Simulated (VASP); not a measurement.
# Be2ZnTe2O (I4/mmm) in VASP: further runs

Be2ZnTe2O is run at these levels: PBE; tasks: single point.

Everything below comes from runs of VASP 6.6.1. Logs are shortened: lines on timing, memory, paths and dates and some standing lists are left out, and cuts for length are marked.

**1. The cell of the first run**

The structure is tetragonal, space group I4/mmm (No. 139). Conventional cell: a = 5.024 Å, b = 5.024 Å, c = 10.099 Å, α = 90.00°, β = 90.00°, γ = 90.00°. Be (site symmetry -4m2) has 4 Te at 2.55 Å within 3.4 Å. Zn (site symmetry 4/mmm) has 2 Te at 2.97 Å and 4 O at 3.55 Å and 8 Be at 3.56 Å within 3.9 Å. Within 2.8 Å of Te (site symmetry 4mm) lie 1 O at 2.08 Å and 4 Be at 2.55 Å. Within 2.8 Å of O (site symmetry 4/mmm) lie 2 Te at 2.08 Å.

The cell was built from a structure type or drawn by symmetry, and may not be a known phase.

**2. Single point, PBE**

INCAR

```
  PREC = Accurate
  ENCUT = 520
  EDIFF = 1E-6
  ISMEAR = 0
  SIGMA = 0.1
  LREAL = F
  LASPH = T
  NELM = 60
  ALGO = Normal
  ISIF = 2
  LWAVE = F
  LCHARG = F
  GGA = PE
  NBANDS = 26
```

KPOINTS

```
regular mesh
0
Gamma
  4 4 4
```

POSCAR

```
Be2ZnTe2O
1.0
   -2.5117919142      2.5117919142      5.0496413343
    2.5117919142     -2.5117919142      5.0496413343
    2.5117919142      2.5117919142     -5.0496413343
Be Zn Te O
2 1 2 1
Direct
    0.7500000000      0.2500000000      0.5000000000
    0.2500000000      0.7500000000      0.5000000000
    0.5000000000      0.5000000000      0.0000000000
    0.2063495307      0.2063495307      0.0000000000
    0.7936504693      0.7936504693      0.0000000000
    0.0000000000      0.0000000000      0.0000000000
```

Potentials or basis: VASP PAW PBE potentials, release 64 (Be, Zn, Te, O).

Launch:

```bash
$ cat potpaw_PBE.64/Be/POTCAR potpaw_PBE.64/Zn/POTCAR potpaw_PBE.64/Te/POTCAR potpaw_PBE.64/O/POTCAR > POTCAR
$ mpirun -np 1 vasp_std > vasp.out
```

OUTCAR:

```text
PREC = Accurate
   ENCUT = 520
   EDIFF = 1E-6
   ISMEAR = 0
   LREAL = F
   LASPH = T
   NELM = 60
   ISIF = 2
   GGA = PE

 ion  position               nearest neighbor table
   1  0.750  0.250  0.500-   5 2.55   4 2.55   5 2.55   4 2.55
   2  0.250  0.750  0.500-   5 2.55   4 2.55   5 2.55   4 2.55
   3  0.500  0.500  0.000-   4 2.97   5 2.97
   4  0.206  0.206  0.000-   6 2.08   2 2.55   1 2.55   1 2.55   2 2.55   3 2.97   5 3.66   5 3.66
                             5 3.66   5 3.66
   5  0.794  0.794  0.000-   6 2.08   2 2.55   1 2.55   1 2.55   2 2.55   3 2.97   4 3.66   4 3.66
                             4 3.66   4 3.66
   6  0.000  0.000  0.000-   4 2.08   5 2.08

  LATTYP: Found a body centered tetragonal cell.
 ALAT       =     5.0235838284
 C/A-ratio  =     2.0103740703

  Lattice vectors:

 A1 = (  -2.5117919142,   2.5117919142,   5.0496413343)
 A2 = (   2.5117919142,  -2.5117919142,   5.0496413343)
 A3 = (   2.5117919142,   2.5117919142,  -5.0496413343)

Analysis of symmetry for initial positions (statically):
=====================================================================
 Subroutine PRICEL returns:
 Original cell was already a primitive cell.

 Routine SETGRP: Setting up the symmetry group for a
 body centered tetragonal supercell.

 Subroutine GETGRP returns: Found 16 space group operations
 (whereof 16 operations were pure point group operations)
 out of a pool of 16 trial point group operations.

The static configuration has the point symmetry D_4h.

Analysis of symmetry for dynamics (positions and initial velocities):
=====================================================================
 Subroutine PRICEL returns:
 Original cell was already a primitive cell.

 Routine SETGRP: Setting up the symmetry group for a
 body centered tetragonal supercell.

 Subroutine GETGRP returns: Found 16 space group operations
 (whereof 16 operations were pure point group operations)
 out of a pool of 16 trial point group operations.

The dynamic configuration has the point symmetry D_4h.

 Subroutine INISYM returns: Found 16 space group operations
 (whereof 16 operations are pure point group operations),
 and found     1 'primitive' translations

----------------------------------------------------------------------------------------

                                     Primitive cell

  volume of cell :     127.4347

  direct lattice vectors                    reciprocal lattice vectors
    -2.511791914  2.511791914  5.049641334     0.000000000  0.199061076  0.099016933
     2.511791914 -2.511791914  5.049641334     0.199061076  0.000000000  0.099016933
     2.511791914  2.511791914 -5.049641334     0.199061076  0.199061076  0.000000000

  length of vectors
     6.173902724  6.173902724  6.173902724     0.222327832  0.222327832  0.281514873

  position of ions in fractional coordinates (direct lattice)
     0.750000000  0.250000000  0.500000000
     0.250000000  0.750000000  0.500000000
     0.500000000  0.500000000  0.000000000
     0.206349531  0.206349531  0.000000000
     0.793650469  0.793650469  0.000000000
     0.000000000  0.000000000  0.000000000

  ion indices of the primitive-cell ions
   primitive index   ion index
                 1           1
                 2           2
                 3           3
                 4           4
                 5           5
                 6           6

----------------------------------------------------------------------------------------

 KPOINTS: regular mesh

Automatic generation of k-mesh.
 Grid dimensions read from file:
 generate k-points for:    4    4    4

 Generating k-lattice:

  Cartesian coordinates                     Fractional coordinates (reciprocal lattice)
     0.000000000  0.049765269  0.024754233     0.250000000 -0.000000000  0.000000000
     0.049765269  0.000000000  0.024754233    -0.000000000  0.250000000  0.000000000
     0.049765269  0.049765269  0.000000000     0.000000000  0.000000000  0.250000000

  Length of vectors
     0.055581958  0.055581958  0.070378718

  Shift w.r.t. Gamma in fractional coordinates (k-lattice)
     0.000000000  0.000000000  0.000000000

 Subroutine IBZKPT returns following result:
 ===========================================

 Found     13 irreducible k-points:

 Following reciprocal coordinates:
            Coordinates               Weight
  0.000000  0.000000  0.000000      1.000000
  0.250000  0.000000 -0.000000      8.000000
  0.500000  0.000000 -0.000000      4.000000
  0.250000  0.250000 -0.000000      8.000000
  0.500000  0.250000 -0.000000     16.000000
 -0.250000  0.250000  0.000000      4.000000
  0.500000  0.500000 -0.000000      2.000000
  0.250000  0.250000  0.250000      2.000000
 -0.250000  0.250000  0.250000      4.000000
  0.500000  0.500000  0.250000      4.000000
 -0.250000  0.500000  0.250000      8.000000
 -0.250000 -0.250000  0.250000      2.000000
  0.500000  0.500000  0.500000      1.000000
   k-points           NKPTS =     13   k-points in BZ     NKDIM =     13   number of bands    NBANDS=     26
   number of dos      NEDOS =    301   number of ions     NIONS =      6
   total plane-waves  NPLWV = 110592
   dimension x,y,z NGX =    48 NGY =   48 NGZ =   48
   dimension x,y,z NGXF=    96 NGYF=   96 NGZF=   96
   ions per type =               2   1   2   1
   NGX,Y,Z   is equivalent  to a cutoff of  12.93, 12.93, 12.93 a.u.
   NGXF,Y,Z  is equivalent  to a cutoff of  25.85, 25.85, 25.85 a.u.
 SYSTEM =  unknown system
   PREC   = accura    normal or accurate (medium, high low for compatibility)
   ISTART =      0    job   : 0-new  1-cont  2-samecut
   ICHARG =      2    charge: 1-file 2-atom 10-const
   ISPIN  =      1    spin polarized calculation?
   LNONCOLLINEAR =      F non collinear calculations
   LSORBIT =      F    spin-orbit coupling
   LASPH  =      T    aspherical Exc in radial PAW
   ENCUT  =  520.0 eV  38.22 Ry    6.18 a.u.  11.48 11.48 11.48*2*pi/ulx,y,z
   NELM   =     60;   NELMIN=  2; NELMDL= -5     # of ELM steps
   EDIFF  = 0.1E-05   stopping-criterion for ELM
   LREAL  =      F    real-space projection
   EDIFFG = 0.1E-04   stopping-criterion for IOM
   NSW    =      0    number of steps for IOM
   IBRION =     -1    ionic relax: 0-MD 1-quasi-New 2-CG
   NFREE  =      0    steps in history (QN), initial steepest desc. (CG)
   ISIF   =      2    stress and relaxation
   ISYM   =      2    0-nonsym 1-usesym 2-fastsym
   POTIM  = 0.5000    time-step for ionic-motion
   TEBEG  =    0.0;   TEEND  =   0.0 temperature during run
   PSTRESS=    0.0 pullay stress
   NELECT =      34.0000    total number of electrons
   NUPDOWN=      -1.0000    fix difference up-down
   EMIN   =  10.00;   EMAX   =-10.00  energy-range for DOS
   EFERMI =   0.00;   METHOD = LEGACY
   ISMEAR =     0;   SIGMA  =   0.10  broadening in eV -4-tet -1-fermi 0-gaus
   EFERMI_NEDOS =   21; number of points for ismear=-14 and -15
   IALGO  =     38    algorithm
   IMIX   =      4    mixing-type and parameters
     AMIX     =   0.40;   BMIX     =  1.00
     AMIX_MAG =   1.60;   BMIX_MAG =  1.00
  volume/ion in A,a.u.               =      21.24       143.33
  Fermi-wavevector in a.u.,A,eV,Ry     =   1.053914  1.991609 15.112464  1.110735
  Thomas-Fermi vector in A             =   2.189054
   LORBIT       =      0    0 simple, 1 ext, 2 COOP (PROOUT), +10 PAW based schemes
   GGA     = PE    functional components
   LHFCALC =     F    Hartree Fock is set to
   AEXX    =    0.0000 exact exchange contribution
   IVDW    =     0    specifies the selected vdW correction
   LEPSILON=     F    determine dielectric tensor
   LRPA    =     F    only Hartree local field effects (RPA)
 non-spin polarized calculation
 Gauss-broadening in eV      SIGMA  =   0.10
  energy-cutoff  :      520.00
  volume of cell :      127.43
 maximum number of plane-waves:      3467
 NGX is ok and might be reduce to    48
   NGX = 23   NGY = 23   NGZ = 23

 number of electron      34.0000007 magnetization

 Free energy of the ion-electron system (eV)
  ---------------------------------------------------
  ext. energy  EPLUGINS =         0.00000000
  ---------------------------------------------------
  free energy    TOTEN  =       -17.90895623 eV

  energy without entropy =      -17.90590565  energy(sigma->0) =      -17.90743094

 E-fermi :   4.1775     XC(G=0):  -9.0060

 val. band max:        3.9967749373   @ k =   0.2500   0.2500   0.2500
 cond. band min:       4.2247394102   @ k =  -0.2500   0.2500   0.2500
 fundamental gap:      0.2279644729
 Fermi energy:         4.1775118729

 k-point     1 :       0.0000    0.0000    0.0000
  band No.  band energies     occupation
      1     -13.9693      2.00000
      2      -8.0667      2.00000
      3      -7.2265      2.00000
      4      -2.6751      2.00000
      5      -2.6751      2.00000
      6      -2.6402      2.00000
[... 18 lines left out ...]
     25      10.7061      0.00000
     26      12.4098      0.00000

 k-point     2 :       0.2500    0.0000   -0.0000
  band No.  band energies     occupation
      1     -13.9527      2.00000
      2      -8.1522      2.00000
      3      -7.1582      2.00000
      4      -2.7319      2.00000
      5      -2.6568      2.00000
      6      -2.6553      2.00000
[... 18 lines left out ...]
     25      10.1843      0.00000
     26      10.3351      0.00000

 k-point     3 :       0.5000    0.0000   -0.0000
  band No.  band energies     occupation
      1     -13.9360      2.00000
      2      -8.2204      2.00000
      3      -7.1151      2.00000
      4      -2.8543      2.00000
      5      -2.6412      2.00000
      6      -2.6410      2.00000
[... 18 lines left out ...]
     25      10.4411      0.00000
     26      10.7011      0.00000

 k-point     4 :       0.2500    0.2500   -0.0000
  band No.  band energies     occupation
      1     -13.9365      2.00000
      2      -8.3435      2.00000
      3      -6.8435      2.00000
      4      -2.8341      2.00000
      5      -2.6911      2.00000
      6      -2.6403      2.00000
[... 18 lines left out ...]
     25       9.8028      0.00000
     26      10.3505      0.00000

 k-point     5 :       0.5000    0.2500   -0.0000
  band No.  band energies     occupation
      1     -13.9332      2.00000
      2      -8.1501      2.00000
      3      -7.0670      2.00000
      4      -2.7441      2.00000
      5      -2.6974      2.00000
      6      -2.6454      2.00000
[... 18 lines left out ...]
     25       9.6252      0.00000
     26       9.8936      0.00000

 k-point     6 :      -0.2500    0.2500    0.0000
  band No.  band energies     occupation
      1     -13.9494      2.00000
      2      -7.6973      2.00000
      3      -7.6330      2.00000
      4      -2.7277      2.00000
      5      -2.6417      2.00000
      6      -2.6284      2.00000
[... 18 lines left out ...]
     25       9.7913      0.00000
     26      11.4965      0.00000

 k-point     7 :       0.5000    0.5000   -0.0000
  band No.  band energies     occupation
      1     -13.9305      2.00000
      2      -8.0773      2.00000
      3      -7.0095      2.00000
      4      -2.8163      2.00000
      5      -2.6320      2.00000
      6      -2.6270      2.00000
[... 18 lines left out ...]
     25       8.3081      0.00000
     26      10.2242      0.00000

 k-point     8 :       0.2500    0.2500    0.2500
  band No.  band energies     occupation
      1     -13.9304      2.00000
      2      -8.1056      2.00000
      3      -6.9485      2.00000
      4      -2.8157      2.00000
      5      -2.7695      2.00000
      6      -2.7695      2.00000
[... 18 lines left out ...]
     25       9.2997      0.00000
     26       9.2997      0.00000

 k-point     9 :      -0.2500    0.2500    0.2500
  band No.  band energies     occupation
      1     -13.9361      2.00000
      2      -8.1896      2.00000
      3      -7.1796      2.00000
      4      -2.6455      2.00000
      5      -2.6350      2.00000
      6      -2.6346      2.00000
[... 18 lines left out ...]
     25       9.9858      0.00000
     26      10.7319      0.00000

 k-point    10 :       0.5000    0.5000    0.2500
  band No.  band energies     occupation
      1     -13.9236      2.00000
      2      -8.5775      2.00000
      3      -6.5239      2.00000
      4      -2.6437      2.00000
      5      -2.6332      2.00000
      6      -2.6263      2.00000
[... 18 lines left out ...]
     25      10.1637      0.00000
     26      10.2953      0.00000

 k-point    11 :      -0.2500    0.5000    0.2500
  band No.  band energies     occupation
      1     -13.9269      2.00000
      2      -8.6857      2.00000
      3      -6.3995      2.00000
      4      -2.7514      2.00000
      5      -2.6330      2.00000
      6      -2.6323      2.00000
[... 18 lines left out ...]
     25       9.6543      0.00000
     26       9.9117      0.00000

 k-point    12 :      -0.2500   -0.2500    0.2500
  band No.  band energies     occupation
      1     -13.9437      2.00000
      2      -8.6546      2.00000
      3      -6.3735      2.00000
      4      -2.8207      2.00000
      5      -2.6514      2.00000
      6      -2.6514      2.00000
[... 18 lines left out ...]
     25      10.0521      0.00000
     26      10.7969      0.00000

 k-point    13 :       0.5000    0.5000    0.5000
  band No.  band energies     occupation
      1     -13.9175      2.00000
      2      -8.9675      2.00000
      3      -5.8146      2.00000
      4      -2.6283      2.00000
      5      -2.6215      2.00000
      6      -2.6215      2.00000
[... 18 lines left out ...]
     25       9.0618      0.00000
     26       9.0807      0.00000

------------------------ aborting loop because EDIFF is reached ----------------------------------------

  FORCE on cell =-STRESS in cart. coord.  units (eV):
  Direction    XX          YY          ZZ          XY          YZ          ZX
  --------------------------------------------------------------------------------------
  -------------------------------------------------------------------------------------
  Total        0.0469179      0.0469179     -0.1288192      0.0000000      0.0000000     -0.0000000
  in kB        0.5898768      0.5898768     -1.6195830      0.0000000      0.0000000     -0.0000000
  external PRESSURE =      -0.1466098 kB  Pullay stress =       0.0000000 kB

 VOLUME and BASIS-vectors are now :
 -----------------------------------------------------------------------------
  energy-cutoff  :      520.00
  volume of cell :      127.43
      direct lattice vectors                 reciprocal lattice vectors
    -2.511791914  2.511791914  5.049641334     0.000000000  0.199061076  0.099016933
     2.511791914 -2.511791914  5.049641334     0.199061076  0.000000000  0.099016933
     2.511791914  2.511791914 -5.049641334     0.199061076  0.199061076  0.000000000

 POSITION                                       TOTAL-FORCE (eV/Angst)
 -----------------------------------------------------------------------------------
      0.00000      2.51179      2.52482        -0.000000     -0.000000     -0.000000
      2.51179      0.00000      2.52482        -0.000000     -0.000000     -0.000000
      0.00000      0.00000      5.04964        -0.000000     -0.000000     -0.000000
      0.00000      0.00000      2.08398         0.000000      0.000000     -0.032368
      0.00000      0.00000      8.01530         0.000000      0.000000      0.032368
      0.00000      0.00000      0.00000        -0.000000     -0.000000     -0.000000
 -----------------------------------------------------------------------------------
    total drift:                                0.000000      0.000000      0.000000

  FREE ENERGIE OF THE ION-ELECTRON SYSTEM (eV)
  ---------------------------------------------------
  free  energy   TOTEN  =       -17.9089562293 eV

  energy  without entropy=      -17.9059056544  energy(sigma->0) =      -17.90743094
```

Run time: 69 s. Hardware: 1 thread of AMD EPYC 7R43 (Zen 3), shared host; peak memory 0.3 GiB.

What came out:

| Item | Value |
| --- | --- |
| Free energy | -17.9090 eV |
| Pressure | 0.0 GPa |
| Largest force | 0.032 eV/Å |
| Band gap on the k mesh | zero (bands 17 and 18 overlap by 2.16 eV) |

Forces in eV/Å, atoms in the order of the input:
```
Be   0.000  0.000  0.000
Be   0.000  0.000  0.000
Zn   0.000  0.000  0.000
Te   0.000  0.000 -0.032
Te   0.000  0.000  0.032
O    0.000  0.000  0.000
```

Caveat: spin-orbit coupling is left out, which moves the levels of the heavy elements.

**3. Single point, PBE**

This run uses another cell than the first one, of 21.63 Å³/atom.

INCAR

```
SYSTEM = Be2ZnTe2O
ALGO = Normal
EDIFF = 1E-6
ENCUT = 520
GGA = PE
ISIF = 2
ISMEAR = 0
LASPH = .TRUE.
LCHARG = .TRUE.
LELF = .TRUE.
LREAL = .FALSE.
LVHAR = .TRUE.
LWAVE = .FALSE.
NBANDS = 26
NELM = 60
PREC = Accurate
SIGMA = 0.1
```

KPOINTS

```
k-points
0
G
  4 4 4
  0 0 0
```

POSCAR

```
Be2ZnTe2O
1.0
   -2.8500522000      2.8500522000      3.9937287000
    2.8500522000     -2.8500522000      3.9937287000
    2.8500522000      2.8500522000     -3.9937287000
Be Zn Te O
2 1 2 1
Direct
    0.7500000000      0.2500000000      0.5000000000
    0.2500000000      0.7500000000      0.5000000000
    0.5000000000      0.5000000000      0.0000000000
    0.1862233200      0.1862233200      0.0000000000
    0.8137766800      0.8137766800      0.0000000000
    0.0000000000      0.0000000000      0.0000000000
```

Potentials or basis: VASP PAW PBE potentials, release 64 (Be, Zn, Te, O).

Launch:

```bash
$ cat potpaw_PBE.64/Be/POTCAR potpaw_PBE.64/Zn/POTCAR potpaw_PBE.64/Te/POTCAR potpaw_PBE.64/O/POTCAR > POTCAR
$ mpirun -np 1 vasp_std > vasp.out
```

It took 50 s on 1 thread of AMD EPYC 7R43 (Zen 3), shared host; peak memory 0.24 GiB.

It converged, with:

```
Free energy            : -3.7168 eV
Pressure               : 41.5 GPa
Largest force          : 33.970 eV/Å
Band gap on the k mesh : zero (bands 17 and 18 overlap by 1.55 eV)
```

Forces in eV/Å, atoms in the order of the input:
```
Be    0.000   0.000   0.000
Be    0.000   0.000   0.000
Zn    0.000   0.000   0.000
Te    0.000   0.000  33.970
Te    0.000   0.000 -33.970
O     0.000   0.000   0.000
```

Stress tensor (GPa, compression positive):
```
 -8.92   0.00   0.00
  0.00  -8.92   0.00
  0.00   0.00 142.31
```

Levels at points of the mesh, in eV from the Fermi level:
```tsv
k point	band 14	band 15	band 16	band 17	band 18	band 19	band 20	band 21
(0.00, 0.00, 0.00)	-1.62	-1.16	-1.14	-1.14	-0.89	0.71	1.17	1.93
(0.50, 0.00, 0.00)	-2.87	-2.17	-1.52	-0.89	1.13	1.64	2.37	2.68
(0.50, 0.50, 0.00)	-2.36	-1.59	-0.69	0.16	1.83	2.07	2.25	2.62
(0.50, 0.50, 0.50)	-3.42	-2.26	-2.26	-2.23	0.13	2.89	3.81	4.30
```

Caveat: the cell stands under pressure; spin-orbit coupling is left out, which moves the levels of the heavy elements; forces of over 1 eV/Å act on the atoms, so gaps and moduli don't describe the material at rest.
